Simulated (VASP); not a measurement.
Write the native input for VASP 6.6.1 that does the following.

```
Task                   : single point
Functional             : PBEsol
Dispersion             : D3(BJ)
Potentials or basis    : VASP PAW PBE potentials, release 64 (Ti_sv, O)
Cutoff                 : 520 eV
k mesh                 : 6 × 6 × 9
Occupations            : fermi-dirac, width 0.05 eV
Spin                   : no spin polarisation
Dipole correction      : no
Further INCAR settings : ALGO = Normal; EDIFF = 1e-07; NBANDS = 33
```

The structure of TiO2 lies in POSCAR:

```
TiO2
1.0
    4.5642694753      0.0000000000      0.0000000000
    0.0000000000      4.5642694753      0.0000000000
    0.0000000000      0.0000000000      2.9302399225
Ti O
2 4
Direct
    0.0000000000      0.0000000000      0.5000000000
    0.5000000000      0.5000000000      0.0000000000
    0.3039358106      0.3039358106      0.5000000000
    0.1960641894      0.8039358106      0.0000000000
    0.8039358106      0.1960641894      0.0000000000
    0.6960641894      0.6960641894      0.5000000000
```

The input as run:

INCAR

```
SYSTEM = TiO2
PREC = Accurate ; ENCUT = 520
EDIFF = 1E-7 ; ISMEAR = -1
SIGMA = 0.05 ; LREAL = .False.
LASPH = .True. ; NELM = 80
ALGO = Normal ; ISIF = 2
LWAVE = .False. ; LCHARG = .False.
GGA = PS ; IVDW = 12
NBANDS = 33
```

KPOINTS

```
regular mesh
0
Gamma
  6 6 9
  0 0 0
```

Potentials or basis: VASP PAW PBE potentials, release 64 (Ti_sv, O).

The run is started by

```console
$ cat potpaw_PBE.64/Ti_sv/POTCAR potpaw_PBE.64/O/POTCAR > POTCAR
$ mpirun -np 1 vasp_std > vasp.out
```

It gave:

| Property | Result |
| --- | --- |
| Pressure | 0.7 GPa |
| Largest force | 0.024 eV/Å |
| Band gap on the k mesh | 1.85 eV |
| Dispersion energy per atom | -0.218 eV |

Caveat: the PAW data sets were made with another functional, which shifts forces and pressure a little.

Wall time 2.6 min on 1 thread of Intel Xeon 8259CL, with other jobs on the host, peak memory 0.23 GiB.
